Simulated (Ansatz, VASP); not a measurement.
**ZnInGaO4: VASP beside Ansatz**

```xyz
7
Lattice="1.6405 0.9471 8.4934 -1.6405 0.9471 8.4934 0.0000 -1.8943 8.4934" Properties=species:S:1:pos:R:3 pbc="T T T"
Zn    0.0000    0.0000    5.5687
In    0.0000    0.0000    0.0703
Ga    0.0000    0.0000   20.0566
O     0.0000    0.0000    7.5155
O     0.0000    0.0000   18.1241
O     0.0000    0.0000    3.0927
O     0.0000    0.0000   22.0124
```

Alike in both runs: task relaxation of cell and atoms; functional LDA; k mesh 9 × 9 × 9; occupations gaussian, width 0.02 eV; no spin polarisation.

|  | VASP | Ansatz |
| --- | --- | --- |
| version | VASP 6.6.1 | Ansatz 0.2.0 |
| potentials or method | VASP PAW LDA potentials, release 64 (Zn, In_d, Ga_d, O), cutoff 600 eV | scalar-relativistic, plane waves, PAW |
| valence electrons in the cell | 62 | 62 |

```tsv
	VASP	Ansatz	Ansatz less VASP
gap on the k mesh at the Fermi level, each at its own relaxed structure (eV)	1.30	1.32	+0.011
relaxed volume (Å³/atom)	11.35	11.29	-0.061
relaxed cell length with the largest relative difference (Å)	8.718	8.703	-0.0151
```

Ansatz warns that its potentials were made for another functional, while VASP's fit it. LDA's correlation is that of Perdew and Zunger in VASP and of Perdew and Wang (1992) in Ansatz.
